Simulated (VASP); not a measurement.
# Nd (Fm-3m) in VASP: a series of runs

Nd is run at these levels: PBE; tasks: single point.

Everything below comes from runs of VASP 6.6.1. Logs are shortened: lines on timing, memory, paths and dates and some standing lists are left out, and cuts for length are marked.

### Step 1. The cell of the first run

Symmetry: Fm-3m, No. 225, cubic system. Conventional cell: a = 5.152 Å, b = 5.152 Å, c = 5.152 Å, α = 90.00°, β = 90.00°, γ = 90.00°. Nd (site symmetry m-3m) has 12 Nd at 3.64 Å within 4.8 Å.

### Step 2. Single point, PBE, collinear spin, ferromagnetic start

INCAR reads:

```
SYSTEM = Nd
ALGO = Normal ; EDIFF = 1E-6
ENCUT = 520 ; GGA = PE
ISIF = 2 ; ISMEAR = 0
ISPIN = 2 ; LASPH = .TRUE.
LCHARG = .FALSE. ; LMAXMIX = 6
LORBIT = 11 ; LREAL = .FALSE.
LWAVE = .FALSE. ; MAGMOM = 3
NBANDS = 17 ; NELM = 150
PREC = Accurate ; SIGMA = 0.05
```

KPOINTS reads:

```
k-points
0
G
  14 14 14
  0 0 0
```

POSCAR reads:

```
Nd
1.0
    0.0000000000      2.5760755239      2.5760755239
    2.5760755239      0.0000000000      2.5760755239
    2.5760755239      2.5760755239      0.0000000000
Nd
1
Direct
    0.0000000000      0.0000000000      0.0000000000
```

Potentials or basis: VASP PAW PBE potentials, release 64 (Nd).

Run with:

```sh
$ cat potpaw_PBE.64/Nd/POTCAR > POTCAR
$ mpirun -np 1 vasp_std > vasp.out
```

OUTCAR:

```text
SYSTEM = Nd
   EDIFF = 1E-6
   ENCUT = 520
   GGA = PE
   ISIF = 2
   ISMEAR = 0
   ISPIN = 2
   LASPH = .TRUE.
   LORBIT = 11
   LREAL = .FALSE.
   NELM = 150
   PREC = Accurate

 ion  position               nearest neighbor table
   1  0.000  0.000  0.000-

  LATTYP: Found a face centered cubic cell.
 ALAT       =     5.1521510478

  Lattice vectors:

 A1 = (   0.0000000000,   2.5760755239,   2.5760755239)
 A2 = (   2.5760755239,   0.0000000000,   2.5760755239)
 A3 = (   2.5760755239,   2.5760755239,   0.0000000000)

Analysis of symmetry for initial positions (statically):
=====================================================================
 Subroutine PRICEL returns:
 Original cell was already a primitive cell.

 Routine SETGRP: Setting up the symmetry group for a
 face centered cubic supercell.

 Subroutine GETGRP returns: Found 48 space group operations
 (whereof 48 operations were pure point group operations)
 out of a pool of 48 trial point group operations.

The static configuration has the point symmetry O_h .

Analysis of symmetry for dynamics (positions and initial velocities):
=====================================================================
 Subroutine PRICEL returns:
 Original cell was already a primitive cell.

 Routine SETGRP: Setting up the symmetry group for a
 face centered cubic supercell.

 Subroutine GETGRP returns: Found 48 space group operations
 (whereof 48 operations were pure point group operations)
 out of a pool of 48 trial point group operations.

The dynamic configuration has the point symmetry O_h .

Analysis of structural, dynamic, and magnetic symmetry:
=====================================================================
 Subroutine PRICEL returns:
 Original cell was already a primitive cell.

 Routine SETGRP: Setting up the symmetry group for a
 face centered cubic supercell.

 Subroutine GETGRP returns: Found 48 space group operations
 (whereof 48 operations were pure point group operations)
 out of a pool of 48 trial point group operations.

The overall configuration has the point symmetry O_h .

 Subroutine INISYM returns: Found 48 space group operations
 (whereof 48 operations are pure point group operations),
 and found     1 'primitive' translations

----------------------------------------------------------------------------------------

                                     Primitive cell

  volume of cell :      34.1905

  direct lattice vectors                    reciprocal lattice vectors
     0.000000000  2.576075524  2.576075524    -0.194093688  0.194093688  0.194093688
     2.576075524  0.000000000  2.576075524     0.194093688 -0.194093688  0.194093688
     2.576075524  2.576075524  0.000000000     0.194093688  0.194093688 -0.194093688

  length of vectors
     3.643120944  3.643120944  3.643120944     0.336180130  0.336180130  0.336180130

  position of ions in fractional coordinates (direct lattice)
     0.000000000  0.000000000  0.000000000

  ion indices of the primitive-cell ions
   primitive index   ion index
                 1           1

----------------------------------------------------------------------------------------

 KPOINTS: k-points

Automatic generation of k-mesh.
 Grid dimensions read from file:
 generate k-points for:   14   14   14

 Generating k-lattice:

  Cartesian coordinates                     Fractional coordinates (reciprocal lattice)
    -0.013863835  0.013863835  0.013863835     0.071428571  0.000000000  0.000000000
     0.013863835 -0.013863835  0.013863835     0.000000000  0.071428571  0.000000000
     0.013863835  0.013863835 -0.013863835     0.000000000  0.000000000  0.071428571

  Length of vectors
     0.024012866  0.024012866  0.024012866

  Shift w.r.t. Gamma in fractional coordinates (k-lattice)
     0.000000000  0.000000000  0.000000000

 Subroutine IBZKPT returns following result:
 ===========================================

 Found    104 irreducible k-points:

 Following reciprocal coordinates:
            Coordinates               Weight
  0.000000  0.000000  0.000000      1.000000
  0.071429  0.000000  0.000000      8.000000
  0.142857  0.000000  0.000000      8.000000
  0.214286  0.000000  0.000000      8.000000
  0.285714  0.000000  0.000000      8.000000
  0.357143  0.000000  0.000000      8.000000
[... 16 lines left out ...]
  0.214286  0.142857  0.000000     24.000000
  0.285714  0.142857  0.000000     24.000000
 [... further k-points ...]
   k-points           NKPTS =    104   k-points in BZ     NKDIM =    104   number of bands    NBANDS=     17
   number of dos      NEDOS =    301   number of ions     NIONS =      1
   total plane-waves  NPLWV =  21952
   dimension x,y,z NGX =    28 NGY =   28 NGZ =   28
   dimension x,y,z NGXF=    56 NGYF=   56 NGZF=   56
   ions per type =               1
   NGX,Y,Z   is equivalent  to a cutoff of  12.78, 12.78, 12.78 a.u.
   NGXF,Y,Z  is equivalent  to a cutoff of  25.55, 25.55, 25.55 a.u.
 SYSTEM =  Nd
   PREC   = accura    normal or accurate (medium, high low for compatibility)
   ISTART =      0    job   : 0-new  1-cont  2-samecut
   ICHARG =      2    charge: 1-file 2-atom 10-const
   ISPIN  =      2    spin polarized calculation?
   LNONCOLLINEAR =      F non collinear calculations
   LSORBIT =      F    spin-orbit coupling
   LASPH  =      T    aspherical Exc in radial PAW
   ENCUT  =  520.0 eV  38.22 Ry    6.18 a.u.   6.77  6.77  6.77*2*pi/ulx,y,z
   NELM   =    150;   NELMIN=  2; NELMDL= -5     # of ELM steps
   EDIFF  = 0.1E-05   stopping-criterion for ELM
   LREAL  =      F    real-space projection
   EDIFFG = 0.1E-04   stopping-criterion for IOM
   NSW    =      0    number of steps for IOM
   IBRION =     -1    ionic relax: 0-MD 1-quasi-New 2-CG
   NFREE  =      0    steps in history (QN), initial steepest desc. (CG)
   ISIF   =      2    stress and relaxation
   ISYM   =      2    0-nonsym 1-usesym 2-fastsym
   POTIM  = 0.5000    time-step for ionic-motion
   TEBEG  =    0.0;   TEEND  =   0.0 temperature during run
   PSTRESS=    0.0 pullay stress
   NELECT =      14.0000    total number of electrons
   NUPDOWN=      -1.0000    fix difference up-down
   EMIN   =  10.00;   EMAX   =-10.00  energy-range for DOS
   EFERMI =   0.00;   METHOD = LEGACY
   ISMEAR =     0;   SIGMA  =   0.05  broadening in eV -4-tet -1-fermi 0-gaus
   EFERMI_NEDOS =   21; number of points for ismear=-14 and -15
   IALGO  =     38    algorithm
   IMIX   =      4    mixing-type and parameters
     AMIX     =   0.40;   BMIX     =  1.00
     AMIX_MAG =   1.60;   BMIX_MAG =  1.00
  volume/ion in A,a.u.               =      34.19       230.73
  Fermi-wavevector in a.u.,A,eV,Ry     =   1.215670  2.297283 20.107408  1.477853
  Thomas-Fermi vector in A             =   2.351049
   LORBIT       =     11    0 simple, 1 ext, 2 COOP (PROOUT), +10 PAW based schemes
   GGA     = PE    functional components
   LHFCALC =     F    Hartree Fock is set to
   AEXX    =    0.0000 exact exchange contribution
   IVDW    =     0    specifies the selected vdW correction
   LEPSILON=     F    determine dielectric tensor
   LRPA    =     F    only Hartree local field effects (RPA)
 spin polarized calculation
 Gauss-broadening in eV      SIGMA  =   0.05
  energy-cutoff  :      520.00
  volume of cell :       34.19
 maximum number of plane-waves:       941
   NGX = 13   NGY = 13   NGZ = 13

 number of electron      13.9999993 magnetization       4.1648129

 Free energy of the ion-electron system (eV)
  ---------------------------------------------------
  ext. energy  EPLUGINS =         0.00000000
  ---------------------------------------------------
  free energy    TOTEN  =        -6.49389183 eV

  energy without entropy =       -6.49001072  energy(sigma->0) =       -6.49195128

 E-fermi :   4.6457     XC(G=0):  -9.8825

 val. band max:        4.6450777290   @ k =   0.3571   0.1429   0.0000
 cond. band min:       4.6492267228   @ k =   0.3571   0.1429   0.0714
 fundamental gap:      0.0041489938
 Fermi energy:         4.6456899380

 spin component 1

 k-point     1 :       0.0000    0.0000    0.0000
  band No.  band energies     occupation
      1     -32.6897      1.00000
      2     -13.3275      1.00000
      3     -13.3275      1.00000
      4     -13.3275      1.00000
      5       0.5888      1.00000
      6       4.4152      1.00000
[... 9 lines left out ...]
     16       8.7922      0.00000
     17       8.7922      0.00000

 k-point     2 :       0.0714    0.0000    0.0000
  band No.  band energies     occupation
      1     -32.6827      1.00000
      2     -13.3933      1.00000
      3     -13.3353      1.00000
      4     -13.3353      1.00000
      5       0.7431      1.00000
      6       4.3873      1.00000
[... 9 lines left out ...]
     16       8.7183      0.00000
     17       8.7183      0.00000
[... 421 lines left out ...]
 k-point    24 :       0.2857    0.1429    0.0000
  band No.  band energies     occupation
      1     -32.6057      1.00000
      2     -13.9450      1.00000
      3     -13.4889      1.00000
      4     -13.4780      1.00000
      5       2.3741      1.00000
      6       4.2101      1.00000
[... 9 lines left out ...]
     16       8.2437      0.00000
     17       9.6292      0.00000

 [... further k-points ...]

 spin component 2

 k-point     1 :       0.0000    0.0000    0.0000
  band No.  band energies     occupation
      1     -31.0408      1.00000
      2     -11.9929      1.00000
      3     -11.9929      1.00000
      4     -11.9929      1.00000
      5       1.5490      1.00000
      6       6.3099      0.00000
[... 9 lines left out ...]
     16       9.6190      0.00000
     17       9.6190      0.00000

 k-point     2 :       0.0714    0.0000    0.0000
  band No.  band energies     occupation
      1     -31.0333      1.00000
      2     -12.0628      1.00000
      3     -12.0009      1.00000
      4     -12.0009      1.00000
      5       1.7064      1.00000
      6       6.2322      0.00000
[... 9 lines left out ...]
     16       9.5527      0.00000
     17       9.5527      0.00000
[... 421 lines left out ...]
 k-point    24 :       0.2857    0.1429    0.0000
  band No.  band energies     occupation
      1     -30.9499      1.00000
      2     -12.6458      1.00000
      3     -12.1623      1.00000
      4     -12.1500      1.00000
      5       3.3482      1.00000
      6       5.5459      0.00000
[... 9 lines left out ...]
     16       9.3908      0.00000
     17      10.5590      0.00000

 [... further k-points ...]
[... 5 lines left out ...]
  --------------------------------------------------------------------------------------
  -------------------------------------------------------------------------------------
  Total        0.0218640      0.0218640      0.0218640     -0.0000000     -0.0000000      0.0000000
  in kB        1.0245526      1.0245526      1.0245526     -0.0000000     -0.0000000      0.0000000
  external PRESSURE =       1.0245526 kB  Pullay stress =       0.0000000 kB

 VOLUME and BASIS-vectors are now :
 -----------------------------------------------------------------------------
  energy-cutoff  :      520.00
  volume of cell :       34.19
      direct lattice vectors                 reciprocal lattice vectors
     0.000000000  2.576075524  2.576075524    -0.194093688  0.194093688  0.194093688
     2.576075524  0.000000000  2.576075524     0.194093688 -0.194093688  0.194093688
     2.576075524  2.576075524  0.000000000     0.194093688  0.194093688 -0.194093688

 POSITION                                       TOTAL-FORCE (eV/Angst)
 -----------------------------------------------------------------------------------
      0.00000      0.00000      0.00000         0.000000      0.000000      0.000000
 -----------------------------------------------------------------------------------
    total drift:                               -0.000000     -0.000000     -0.000000

  FREE ENERGIE OF THE ION-ELECTRON SYSTEM (eV)
  ---------------------------------------------------
  free  energy   TOTEN  =        -6.4938918343 eV

  energy  without entropy=       -6.4900107208  energy(sigma->0) =       -6.49195128

 total charge

# of ion       s       p       d       f       tot
--------------------------------------------------
    1        2.026   5.361   0.563   3.264  11.213

 magnetization (x)

# of ion       s       p       d       f       tot
--------------------------------------------------
    1       -0.004  -0.092   0.235   3.239   3.378
```

It took 1.9 min on 1 thread of Intel Xeon 6975P-C (Granite Rapids), shared host; peak memory 0.26 GiB.

Results:

```yaml
Free_energy: -6.4939 eV
Pressure: 0.1 GPa
Net_moment: 4.16 μB per cell
Site_moments: Nd +3.38 μB
Valence_electrons_inside_the_program's_atomic_spheres: Nd 11.21
```

Caveat: the magnetic or orbital state may not be the lowest; spin-orbit coupling is left out, which moves the levels of the heavy elements. The state reached can hang on the start; a lower one may exist.

### Step 3. Single point, PBE, collinear spin, ferromagnetic start

This run uses another cell than the first one, of 34.38 Å³/atom, 1.006 times its volume.

INCAR reads:

```
SYSTEM = Nd
PREC     = Accurate       ! precision mode
ENCUT    = 520            ! plane-wave cutoff, eV
EDIFF    = 1E-6           ! SCF threshold, eV
ISMEAR   = 0              ! smearing method
SIGMA    = 0.05           ! smearing width, eV
LREAL    = .FALSE.        ! projectors in reciprocal space
LASPH    = .TRUE.         ! aspherical terms in the spheres
NELM     = 150            ! most SCF steps
ALGO     = Normal         ! electronic algorithm
ISIF     = 2              ! what is computed and relaxed
LWAVE    = .FALSE.        ! write WAVECAR
LCHARG   = .FALSE.        ! write CHGCAR
ISPIN    = 2              ! spin polarisation
MAGMOM   = 4.04           ! initial moments
LORBIT   = 11             ! projections on sites
LMAXMIX  = 6              ! l up to which the mixer works
GGA      = PE             ! functional
NBANDS   = 17             ! bands
```

KPOINTS reads:

```
regular mesh
0
G
  14 14 14
  0 0 0
```

POSCAR reads:

```
Nd
1.0
    0.0000000000      2.5809441776      2.5809441776
    2.5809441776      0.0000000000      2.5809441776
    2.5809441776      2.5809441776      0.0000000000
Nd
1
Direct
    0.0000000000      0.0000000000      0.0000000000
```

Potentials or basis: VASP PAW PBE potentials, release 64 (Nd).

Run with:

```sh
$ cat potpaw_PBE.64/Nd/POTCAR > POTCAR
$ mpirun -np 1 vasp_std > vasp.out
```

Run time: 1.8 min. Hardware: 1 thread of Intel Xeon 6975P-C (Granite Rapids), shared host; peak memory 0.25 GiB.

It converged, with:

* Free energy: -6.4943 eV
* Pressure: 0.0 GPa
* Net moment: 4.17 μB per cell
* Site moments: Nd +3.38 μB
* Valence electrons inside the program's atomic spheres: Nd 11.21

Levels at points of the mesh, in eV from the Fermi level:
Spin up:
| k point | band 5 | band 6 | band 7 | band 8 | band 9 | band 10 | band 11 | band 12 | band 13 | band 14 |
| --- | --- | --- | --- | --- | --- | --- | --- | --- | --- | --- |
| (0.00, 0.00, 0.00) | -4.06 | -0.24 | -0.24 | -0.24 | 0.19 | 0.19 | 0.19 | 0.20 | 1.57 | 1.57 |
| (0.50, 0.00, 0.00) | -2.06 | -0.52 | -0.52 | -0.23 | -0.01 | 0.44 | 0.44 | 0.59 | 1.42 | 1.42 |
| (0.50, 0.50, 0.00) | -2.03 | -1.42 | -0.52 | -0.49 | -0.49 | 0.28 | 0.41 | 0.41 | 0.78 | 3.71 |
Spin down:
| k point | band 2 | band 3 | band 4 | band 5 | band 6 | band 7 | band 8 | band 9 |
| --- | --- | --- | --- | --- | --- | --- | --- | --- |
| (0.00, 0.00, 0.00) | -16.65 | -16.65 | -16.65 | -3.10 | 1.67 | 1.90 | 1.90 | 1.90 |
| (0.50, 0.00, 0.00) | -17.89 | -16.81 | -16.81 | -0.99 | 1.56 | 2.05 | 2.18 | 2.18 |
| (0.50, 0.50, 0.00) | -17.80 | -17.09 | -17.09 | -1.38 | -0.34 | 1.98 | 2.17 | 2.17 |

Caveat: the magnetic or orbital state may not be the lowest; spin-orbit coupling is left out, which moves the levels of the heavy elements. The state reached can hang on the start; a lower one may exist.
